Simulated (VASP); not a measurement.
# AgCl in VASP: a series of runs, part 2 of 2

VASP 6.6.1.

## 7. Single point, r2SCAN (biaxial xy strain -5.3%)

Input file POSCAR:

```
AgCl
1.0
    3.2152823169      0.0000000000      0.0000000000
    0.0000000000      3.2152823169      0.0000000000
    0.0000000000      0.0000000000      3.3955880419
Ag Cl
1 1
Direct
    0.0000000000      0.0000000000      0.0000000000
    0.5000000000      0.5000000000      0.5000000000
```

Input file INCAR.step1:

```
ALGO     = Normal         # electronic algorithm
EDIFF    = 1E-4           # SCF threshold, eV
ENCUT    = 520            # plane-wave cutoff, eV
GGA      = PE             # functional
ISMEAR   = 0              # smearing method
LASPH    = True           # aspherical terms in the spheres
LCHARG   = False          # write CHGCAR
LREAL    = False          # projectors in reciprocal space
LWAVE    = True           # write WAVECAR
NBANDS   = 16             # bands
NELM     = 80             # most SCF steps
PREC     = Accurate       # precision mode
SIGMA    = 0.01           # smearing width, eV
```

Input file INCAR.step2:

```
ALGO     = Normal         # electronic algorithm
EDIFF    = 1E-6           # SCF threshold, eV
ENCUT    = 520            # plane-wave cutoff, eV
ISIF     = 2              # what is computed and relaxed
ISMEAR   = 0              # smearing method
ISTART   = 1            
LASPH    = True           # aspherical terms in the spheres
LCHARG   = False          # write CHGCAR
LMIXTAU  = True         
LREAL    = False          # projectors in reciprocal space
LWAVE    = False          # write WAVECAR
METAGGA  = R2SCAN         # meta-GGA
NBANDS   = 16             # bands
NELM     = 80             # most SCF steps
PREC     = Accurate       # precision mode
SIGMA    = 0.01           # smearing width, eV
```

Input file KPOINTS:

```
k-points
0
Gamma
  8 8 8
```

Potentials or basis: VASP PAW PBE potentials, release 64 (Ag, Cl).

On the command line:

```sh
$ cat potpaw_PBE.64/Ag/POTCAR potpaw_PBE.64/Cl/POTCAR > POTCAR
$ cp INCAR.step1 INCAR
$ mpirun -np 1 vasp_std > vasp.out
$ cp INCAR.step2 INCAR
$ mpirun -np 1 vasp_std > vasp.out
```

OUTCAR:

```text
EDIFF = 1E-6
   ENCUT = 520
   ISIF = 2
   ISMEAR = 0
   ISTART = 1
   LASPH = True
   LREAL = False
   METAGGA = R2SCAN
   NELM = 80
   PREC = Accurate

 ion  position               nearest neighbor table
   1  0.000  0.000  0.000-   2 2.84   2 2.84   2 2.84   2 2.84   2 2.84   2 2.84   2 2.84   2 2.84

   2  0.500  0.500  0.500-   1 2.84   1 2.84   1 2.84   1 2.84   1 2.84   1 2.84   1 2.84   1 2.84

  LATTYP: Found a simple tetragonal cell.
 ALAT       =     3.2152823169
 C/A-ratio  =     1.0560777273

  Lattice vectors:

 A1 = (   3.2152823169,   0.0000000000,   0.0000000000)
 A2 = (   0.0000000000,   3.2152823169,   0.0000000000)
 A3 = (   0.0000000000,   0.0000000000,   3.3955880419)

Analysis of symmetry for initial positions (statically):
=====================================================================
 Subroutine PRICEL returns:
 Original cell was already a primitive cell.

 Routine SETGRP: Setting up the symmetry group for a
 simple tetragonal supercell.

 Subroutine GETGRP returns: Found 16 space group operations
 (whereof 16 operations were pure point group operations)
 out of a pool of 16 trial point group operations.

[... 158 lines left out ...]
  ---------------------------------------------------
  free energy    TOTEN  =       -28.29300965 eV

  energy without entropy =      -28.29300965  energy(sigma->0) =      -28.29300965

 E-fermi :   5.6505     XC(G=0): -11.7033

 val. band max:        5.5763219312   @ k =   0.0000   0.0000   0.5000
 cond. band min:       6.7880395958   @ k =   0.0000   0.0000   0.0000
 fundamental gap:      1.2117176646
 Fermi energy:         5.6505365822

 k-point     1 :       0.0000    0.0000    0.0000
  band No.  band energies     occupation
      1     -10.6623      2.00000
      2       2.0719      2.00000
      3       2.1654      2.00000
      4       3.0468      2.00000
      5       3.3534      2.00000
      6       3.3534      2.00000
[... 433 lines left out ...]
      3       1.4895      2.00000
      4       2.2292      2.00000
      5       2.5189      2.00000
      6       3.2864      2.00000
[... 8 lines left out ...]
     15      21.1046      0.00000
     16      23.8544      0.00000

 [... further k-points ...]
[... 5 lines left out ...]
  --------------------------------------------------------------------------------------
  -------------------------------------------------------------------------------------
  Total        2.0503950      2.0503950      1.2672628      0.0000000      0.0000000      0.0000000
  in kB       93.5825547     93.5825547     57.8394341      0.0000000      0.0000000      0.0000000
  external PRESSURE =      81.6681812 kB  Pullay stress =       0.0000000 kB

 VOLUME and BASIS-vectors are now :
 -----------------------------------------------------------------------------
  energy-cutoff  :      520.00
  volume of cell :       35.10
      direct lattice vectors                 reciprocal lattice vectors
     3.215282317  0.000000000  0.000000000     0.311014680  0.000000000  0.000000000
     0.000000000  3.215282317  0.000000000     0.000000000  0.311014680  0.000000000
     0.000000000  0.000000000  3.395588042     0.000000000  0.000000000  0.294499800

 POSITION                                       TOTAL-FORCE (eV/Angst)
 -----------------------------------------------------------------------------------
      0.00000      0.00000      0.00000         0.000000      0.000000      0.000000
      1.60764      1.60764      1.69779         0.000000      0.000000      0.000000
 -----------------------------------------------------------------------------------
    total drift:                                0.000000      0.000000     -0.000000

  FREE ENERGIE OF THE ION-ELECTRON SYSTEM (eV)
  ---------------------------------------------------
  free  energy   TOTEN  =       -28.2930096492 eV

  energy  without entropy=      -28.2930096492  energy(sigma->0) =      -28.29300965
```

Run time: 84 s. Hardware: 1 thread of Intel Xeon Platinum 8259CL at 2.50GHz (Skylake/Cascade Lake), shared host; peak memory 0.17 GiB.

What came out:

```
Free energy            : -28.2930 eV
Pressure               : 8.2 GPa
Band gap on the k mesh : 1.21 eV (least direct gap 3.11 eV)
```

Stress tensor (GPa, compression positive):
```
9.36 0.00 0.00
0.00 9.36 0.00
0.00 0.00 5.78
```

Caveat: the cell differs from its parent crystal (biaxial xy strain -5.3%); the cell stands under pressure; the PAW data sets were made with another functional, which shifts forces and pressure a little.

## 8. Summary

| level | cell | k mesh | cutoff (eV) | smearing | grid for exact exchange (PRECFOCK) | share of exact exchange | screening parameter | gap on the mesh (eV) | pressure (GPa) |
| --- | --- | --- | --- | --- | --- | --- | --- | --- | --- |
| HSE06 | a = 3.392 Å, angles 90.1°, 2 atoms | 6 × 6 × 6 | 400 | gaussian 0.01 eV | Normal | 0.25 | 0.2079 1/Å | 1.99 | 1.0 |
| HSE06 | a = 3.215, b = 3.215, c = 3.396 Å, 2 atoms | 6 × 6 × 6 | 400 | gaussian 0.01 eV | Normal | 0.25 | 0.2079 1/Å | 2.00 | 8.7 |
| PBE | a = 3.392 Å, angles 90.1°, 2 atoms | 8 × 8 × 8 | 520 | fermi-dirac 0.02 eV | - | - | - | 0.58 | 1.6 |
| PBE | a = 3.215, b = 3.215, c = 3.396 Å, 2 atoms | 8 × 8 × 8 | 520 | fermi-dirac 0.02 eV | - | - | - | 0.59 | 9.5 |
| r2SCAN | a = 3.392 Å, angles 90.1°, 2 atoms | 8 × 8 × 8 | 520 | gaussian 0.01 eV | - | - | - | 1.18 | 0.1 |
| r2SCAN | a = 3.215, b = 3.215, c = 3.396 Å, 2 atoms | 8 × 8 × 8 | 520 | gaussian 0.01 eV | - | - | - | 1.21 | 8.2 |

Alike in all rows: task single point; potentials or basis VASP PAW PBE potentials, release 64 (Ag, Cl); no spin polarisation.

Caveats: the PAW data sets were made with another functional, which shifts forces and pressure a little (at least some runs); the cell stands under pressure (at least some runs).

Total energies depend on the potentials used, so only differences within one code and one set of settings carry meaning.
